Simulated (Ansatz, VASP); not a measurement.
Be2ZnO3: VASP beside Ansatz

```xyz
12
Lattice="4.3601 -2.5059 0.0000 4.3601 2.5059 0.0000 0.0000 0.0000 4.6336" Properties=species:S:1:pos:R:3 pbc="T T T"
Be    5.8758    0.8023    2.3397
Be    5.8758   -0.8023    0.0229
Be    2.8445    0.8023    2.3397
Be    2.8445   -0.8023    0.0229
Zn    4.3601    1.6038    4.6131
Zn    4.3601   -1.6038    2.2963
O     6.0358    0.7197    4.0065
O     2.6844    0.7197    4.0065
O     4.3601   -1.4227    4.3067
O     6.0358   -0.7197    1.6898
O     2.6844   -0.7197    1.6898
O     4.3601    1.4227    1.9900
```

Alike in both runs: functional PBE; k mesh 6 × 6 × 6; occupations gaussian, width 0.02 eV; no spin polarisation.

Ansatz relaxed the structure, and its values are those at the end. VASP's run is a single point on that final structure, the one shown.

```csv
,VASP,Ansatz
version,VASP 6.6.1,Ansatz 0.2.0
potentials or method,"VASP PAW PBE potentials, release 64 (Be, Zn, O), cutoff 520 eV","scalar-relativistic, plane waves, PAW"
valence electrons in the cell,68,68
```

Ansatz gave:

* gap on the k mesh at the Fermi level (eV): 3.75
* least direct gap on the mesh (eV): 3.78
* pressure (GPa): 0.0
* rms of the force components (eV/Å): 0.002

Estimate VASP's values.

gap on the k mesh at the Fermi level (eV): 3.75; least direct gap on the mesh (eV): 3.77; pressure (GPa): 0.6; rms of the force components (eV/Å): 0.020.

With one functional, cell and mesh, what is left measures potentials, basis and numerics.
